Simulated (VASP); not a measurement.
Runs of VASP 6.6.1 on PbS (Galena). The structure is that of space group Fm-3m (No. 225), or close to it. The cells are those of the table. 

```tsv
task	level	cell	k mesh	cutoff (eV)	smearing	grid for exact exchange (PRECFOCK)	gap on the mesh (eV)	pressure (GPa)
single point	revPBE+D4	a = 4.200 Å, angles 60.0°, 2 atoms	8 × 8 × 8	520	fermi-dirac 0.05 eV	-	0.45	-0.1
single point	BLYP+D4	a = 4.194 Å, angles 60.0°, 2 atoms	8 × 8 × 8	520	fermi-dirac 0.05 eV	-	(a)	1.9
single point	PBEsol+D3(BJ)	a = 4.128 Å, angles 60.0°, 2 atoms	8 × 8 × 8	520	fermi-dirac 0.05 eV	-	(c)	-0.3
relaxation of cell and atoms	BLYP+D4	relaxed from a = 4.194 Å, angles 60.0°, 2 atoms	8 × 8 × 8	600	fermi-dirac 0.05 eV	-	0.75	0.0
single point	revPBE	a = 4.194 Å, angles 60.0°, 2 atoms	8 × 8 × 8	520	fermi-dirac 0.05 eV	-	0.43	3.6
single point	PBE0	a = 4.194 Å, angles 60.0°, 2 atoms	4 × 4 × 4	520	fermi-dirac 0.05 eV	Normal	1.48	1.0
single point	RPBE+D3(BJ)	a = 3.947 Å, angles 60.0°, 2 atoms	8 × 8 × 8	520	fermi-dirac 0.05 eV	-	0.43	-0.1
single point	PBE	a = 4.194 Å, angles 60.0°, 2 atoms	8 × 8 × 8	520	gaussian 0.015 eV	-	(b)	(d)
```

Alike in all rows: potentials or basis VASP PAW PBE potentials, release 64 (Pb_d, S); no spin polarisation.

Q: Fill in the values left out.

A: (a) 0.48; (b) 0.36; (c) 0.07; (d) 2.1.

Caveats: some runs use coarse meshes; spin-orbit coupling is left out, which moves the levels of the heavy elements; the PAW data sets were made with another functional, which shifts forces and pressure a little (some runs); three body term missing (some runs).

A k mesh can miss the band edges, and the runs leave out spin-orbit coupling on Pb.
